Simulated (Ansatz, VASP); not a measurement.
One calculation of LaIr5, two programs

```
La Ir
1.0
     5.28751    0.00000    0.00000
    -2.64376    4.57912    0.00000
     0.00000    0.00000    4.13673
La Ir
1 5
Direct
  0.00000 0.00000 0.00000
  0.50000 0.00000 0.50000
  0.50000 0.50000 0.50000
  0.00000 0.50000 0.50000
  0.33333 0.66667 0.00000
  0.66667 0.33333 0.00000
```

Alike in both runs: task single point; functional LDA; k mesh 5 × 5 × 6; occupations fermi-dirac, width 0.1 eV; no spin polarisation.

|  | VASP | Ansatz |
| --- | --- | --- |
| version | VASP 6.6.1 | Ansatz 0.2.0 |
| potentials or method | VASP PAW LDA potentials, release 64 (La, Ir), cutoff 520 eV | plane waves, PAW |
| valence electrons in the cell | 56 | 96 |

VASP gave:

```
pressure (GPa)                                                : 11.2
traceless stress, the component that is largest in VASP (GPa) : 8.19
```

Question: What did Ansatz give for the same quantities?

Answer: Pressure (GPa): 9.7; traceless stress, the component that is largest in VASP (GPa): 7.80.

LDA's correlation is that of Perdew and Zunger in VASP and of Perdew and Wang (1992) in Ansatz. VASP's potentials hold 56 valence electrons a cell and Ansatz's 96, so a difference there can come from the potentials and not from the codes.

Spin-orbit coupling is off throughout.
